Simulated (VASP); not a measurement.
# GaSb (F-43m) in VASP: a series of runs, part 2 of 2

VASP 6.6.1.

**3. Single point, r2SCAN (strain -2.0%)**

POSCAR

```
GaSb
1.0
    0.0000000000      3.0045612220      3.0045612220
    3.0045612220      0.0000000000      3.0045612220
    3.0045612220      3.0045612220      0.0000000000
Ga Sb
1 1
Direct
    0.0000000000      0.0000000000      0.0000000000
    0.2500000000      0.2500000000      0.2500000000
```

INCAR.step1

```
ALGO     = Normal         # electronic algorithm
EDIFF    = 1E-4           # SCF threshold, eV
ENCUT    = 520            # plane-wave cutoff, eV
GGA      = PE             # functional
ISMEAR   = 0              # smearing method
LASPH    = T              # aspherical terms in the spheres
LCHARG   = F              # write CHGCAR
LREAL    = F              # projectors in reciprocal space
LWAVE    = T              # write WAVECAR
NBANDS   = 16             # bands
NELM     = 80             # most SCF steps
PREC     = Accurate       # precision mode
SIGMA    = 0.01           # smearing width, eV
```

INCAR.step2

```
ALGO     = Normal         # electronic algorithm
EDIFF    = 1E-6           # SCF threshold, eV
ENCUT    = 520            # plane-wave cutoff, eV
ISIF     = 2              # what is computed and relaxed
ISMEAR   = 0              # smearing method
ISTART   = 1            
LASPH    = T              # aspherical terms in the spheres
LCHARG   = F              # write CHGCAR
LMIXTAU  = T            
LREAL    = F              # projectors in reciprocal space
LWAVE    = F              # write WAVECAR
METAGGA  = R2SCAN         # meta-GGA
NBANDS   = 16             # bands
NELM     = 80             # most SCF steps
PREC     = Accurate       # precision mode
SIGMA    = 0.01           # smearing width, eV
```

KPOINTS

```
k-points
0
Gamma
  8 8 8
```

Potentials or basis: VASP PAW PBE potentials, release 64 (Ga_d, Sb).

Launch:

```bash
$ cat potpaw_PBE.64/Ga_d/POTCAR potpaw_PBE.64/Sb/POTCAR > POTCAR
$ cp INCAR.step1 INCAR
$ mpirun -np 1 vasp_std > vasp.out
$ cp INCAR.step2 INCAR
$ mpirun -np 1 vasp_std > vasp.out
```

Wall time 61 s (1 thread of Intel Xeon 6975P-C, shared host); peak memory 0.19 GiB.

It converged, with:

* Free energy: -37.5612 eV
* Pressure: 3.9 GPa
* Band gap on the k mesh: 0.81 eV, indirect (least direct gap 0.87 eV)

Levels at points of the mesh, in eV from the valence-band top:
```tsv
k point	band 7	band 8	band 9	band 10	band 11	band 12
(0.00, 0.00, 0.00)	0.00	0.00	0.00	0.87	2.96	2.96
(0.50, 0.00, 0.00)	-6.88	-1.31	-1.31	0.81	4.00	4.00
(0.50, 0.50, 0.00)	-7.32	-2.90	-2.90	1.05	1.37	9.63
```

Caveat: the cell differs from its parent crystal (strain -2.0%); the PAW data sets were made with another functional, which shifts forces and pressure a little; spin-orbit coupling is left out, which moves the levels of the heavy elements.

**4. Single point, r2SCAN (strain -1.0%)**

POSCAR

```
GaSb
1.0
    0.0000000000      3.0352200099      3.0352200099
    3.0352200099      0.0000000000      3.0352200099
    3.0352200099      3.0352200099      0.0000000000
Ga Sb
1 1
Direct
    0.0000000000      0.0000000000      0.0000000000
    0.2500000000      0.2500000000      0.2500000000
```

INCAR.step1

```
  PREC = Accurate
  ENCUT = 520
  ISMEAR = 0
  SIGMA = 0.01
  LREAL = False
  LASPH = True
  NELM = 60
  NBANDS = 16
  GGA = PE
  ALGO = Normal
  EDIFF = 1E-4
  LWAVE = True
  LCHARG = False
```

INCAR.step2

```
  PREC = Accurate
  ENCUT = 520
  EDIFF = 1E-6
  ISMEAR = 0
  SIGMA = 0.01
  LREAL = False
  LASPH = True
  NELM = 60
  ALGO = Normal
  ISIF = 2
  LWAVE = False
  LCHARG = True
  METAGGA = R2SCAN
  LMIXTAU = True
  LELF = True
  LVHAR = True
  NBANDS = 16
  ISTART = 1
```

KPOINTS

```
regular mesh
0
Gamma
  8 8 8
```

Potentials or basis: VASP PAW PBE potentials, release 64 (Ga_d, Sb).

Launch:

```bash
$ cat potpaw_PBE.64/Ga_d/POTCAR potpaw_PBE.64/Sb/POTCAR > POTCAR
$ cp INCAR.step1 INCAR
$ mpirun -np 1 vasp_std > vasp.out
$ cp INCAR.step2 INCAR
$ mpirun -np 1 vasp_std > vasp.out
```

OUTCAR:

```text
PREC = Accurate
   ENCUT = 520
   EDIFF = 1E-6
   ISMEAR = 0
   LREAL = False
   LASPH = True
   NELM = 60
   ISIF = 2
   METAGGA = R2SCAN
   ISTART = 1

 ion  position               nearest neighbor table
   1  0.000  0.000  0.000-   2 2.63   2 2.63   2 2.63   2 2.63
   2  0.250  0.250  0.250-   1 2.63   1 2.63   1 2.63   1 2.63

  LATTYP: Found a face centered cubic cell.
 ALAT       =     6.0704400198

  Lattice vectors:

 A1 = (   0.0000000000,   3.0352200099,   3.0352200099)
 A2 = (   3.0352200099,   0.0000000000,   3.0352200099)
 A3 = (   3.0352200099,   3.0352200099,   0.0000000000)

Analysis of symmetry for initial positions (statically):
=====================================================================
 Subroutine PRICEL returns:
 Original cell was already a primitive cell.

 Routine SETGRP: Setting up the symmetry group for a
 face centered cubic supercell.

 Subroutine GETGRP returns: Found 24 space group operations
 (whereof 24 operations were pure point group operations)
 out of a pool of 48 trial point group operations.

The static configuration has the point symmetry T_d .

Analysis of symmetry for dynamics (positions and initial velocities):
=====================================================================
 Subroutine PRICEL returns:
 Original cell was already a primitive cell.

 Routine SETGRP: Setting up the symmetry group for a
 face centered cubic supercell.

 Subroutine GETGRP returns: Found 24 space group operations
 (whereof 24 operations were pure point group operations)
 out of a pool of 48 trial point group operations.

The dynamic configuration has the point symmetry T_d .

 Subroutine INISYM returns: Found 24 space group operations
 (whereof 24 operations are pure point group operations),
 and found     1 'primitive' translations

[... 105 lines left out ...]
   NELECT =      18.0000    total number of electrons
   NUPDOWN=      -1.0000    fix difference up-down
   EMIN   =  10.00;   EMAX   =-10.00  energy-range for DOS
   EFERMI =   0.00;   METHOD = LEGACY
   ISMEAR =     0;   SIGMA  =   0.01  broadening in eV -4-tet -1-fermi 0-gaus
   EFERMI_NEDOS =   21; number of points for ismear=-14 and -15
   IALGO  =     38    algorithm
   IMIX   =      4    mixing-type and parameters
     AMIX     =   0.40;   BMIX     =  1.00
     AMIX_MAG =   1.60;   BMIX_MAG =  1.00
  volume/ion in A,a.u.               =      27.96       188.70
  Fermi-wavevector in a.u.,A,eV,Ry     =   1.121929  2.120139 17.125998  1.258725
  Thomas-Fermi vector in A             =   2.258586
   LORBIT       =      0    0 simple, 1 ext, 2 COOP (PROOUT), +10 PAW based schemes
   METAGGA = R2SCAN    functional components
   LHFCALC =     F    Hartree Fock is set to
   AEXX    =    0.0000 exact exchange contribution
   IVDW    =     0    specifies the selected vdW correction
   LEPSILON=     F    determine dielectric tensor
   LRPA    =     F    only Hartree local field effects (RPA)
 non-spin polarized calculation
 Gauss-broadening in eV      SIGMA  =   0.01
  energy-cutoff  :      520.00
  volume of cell :       55.92
 maximum number of plane-waves:      1540
   NGX = 15   NGY = 15   NGZ = 15

 number of electron      17.9999985 magnetization

 Free energy of the ion-electron system (eV)
  ---------------------------------------------------
  ext. energy  EPLUGINS =         0.00000000
  ---------------------------------------------------
  free energy    TOTEN  =       -37.59064423 eV

  energy without entropy =      -37.59064423  energy(sigma->0) =      -37.59064423

 E-fermi :   5.0634     XC(G=0):  -9.8303

 val. band max:        4.9315766694   @ k =   0.0000   0.0000   0.0000
 cond. band min:       5.5604118959   @ k =   0.0000   0.0000   0.0000
 fundamental gap:      0.6288352265
 Fermi energy:         5.0634294239

 k-point     1 :       0.0000    0.0000    0.0000
  band No.  band energies     occupation
      1     -10.6138      2.00000
      2     -10.6138      2.00000
      3     -10.6138      2.00000
      4     -10.5531      2.00000
      5     -10.5531      2.00000
      6      -7.1727      2.00000
[... 433 lines left out ...]
      3     -10.5938      2.00000
      4     -10.5567      2.00000
      5     -10.5528      2.00000
      6      -4.9981      2.00000
[... 8 lines left out ...]
     15      15.2258      0.00000
     16      15.8339      0.00000

 [... further k-points ...]
[... 5 lines left out ...]
  --------------------------------------------------------------------------------------
  -------------------------------------------------------------------------------------
  Total        0.6385598      0.6385598      0.6385598     -0.0000000     -0.0000000     -0.0000000
  in kB       18.2941258     18.2941258     18.2941258     -0.0000000     -0.0000000     -0.0000000
  external PRESSURE =      18.2941258 kB  Pullay stress =       0.0000000 kB

 VOLUME and BASIS-vectors are now :
 -----------------------------------------------------------------------------
  energy-cutoff  :      520.00
  volume of cell :       55.92
      direct lattice vectors                 reciprocal lattice vectors
     0.000000000  3.035220010  3.035220010    -0.164732704  0.164732704  0.164732704
     3.035220010  0.000000000  3.035220010     0.164732704 -0.164732704  0.164732704
     3.035220010  3.035220010  0.000000000     0.164732704  0.164732704 -0.164732704

 POSITION                                       TOTAL-FORCE (eV/Angst)
 -----------------------------------------------------------------------------------
      0.00000      0.00000      0.00000         0.000000      0.000000      0.000000
      1.51761      1.51761      1.51761        -0.000000     -0.000000     -0.000000
 -----------------------------------------------------------------------------------
    total drift:                               -0.000002     -0.000002     -0.000001

  FREE ENERGIE OF THE ION-ELECTRON SYSTEM (eV)
  ---------------------------------------------------
  free  energy   TOTEN  =       -37.5906442304 eV

  energy  without entropy=      -37.5906442304  energy(sigma->0) =      -37.59064423
```

It took 60 s on 1 thread of Intel Xeon 6975P-C, shared host; peak memory 0.2 GiB.

Results:

```
Free energy            : -37.5906 eV
Pressure               : 1.8 GPa
Band gap on the k mesh : 0.63 eV, direct
```

Levels at points of the mesh, in eV from the valence-band top:
```tsv
k point	band 6	band 7	band 8	band 9	band 10	band 11	band 12	band 13
(0.00, 0.00, 0.00)	-12.10	0.00	0.00	0.00	0.63	2.97	2.97	2.97
(0.50, 0.00, 0.00)	-10.32	-6.71	-1.25	-1.25	0.74	4.01	4.01	6.91
(0.50, 0.50, 0.00)	-9.39	-7.16	-2.78	-2.78	1.09	1.44	9.42	9.42
```

Caveat: the cell differs from its parent crystal (strain -1.0%); the PAW data sets were made with another functional, which shifts forces and pressure a little; spin-orbit coupling is left out, which moves the levels of the heavy elements. A k mesh can miss the band edges.

**5. Summary**

| cell | gap on the mesh (eV) | pressure (GPa) |
| --- | --- | --- |
| a = 4.206 Å, angles 60.0°, 2 atoms | 0.89 | 6.2 |
| a = 4.249 Å, angles 60.0°, 2 atoms | 0.81 | 3.9 |
| a = 4.292 Å, angles 60.0°, 2 atoms | 0.63 | 1.8 |

Alike in all rows: task single point; level r2SCAN; potentials or basis VASP PAW PBE potentials, release 64 (Ga_d, Sb); no spin polarisation; k mesh 8 × 8 × 8; cutoff (eV) 520; smearing gaussian 0.01 eV.

Caveats: the PAW data sets were made with another functional, which shifts forces and pressure a little; spin-orbit coupling is left out, which moves the levels of the heavy elements.

Absolute energies hang on the potentials; compare differences alone.
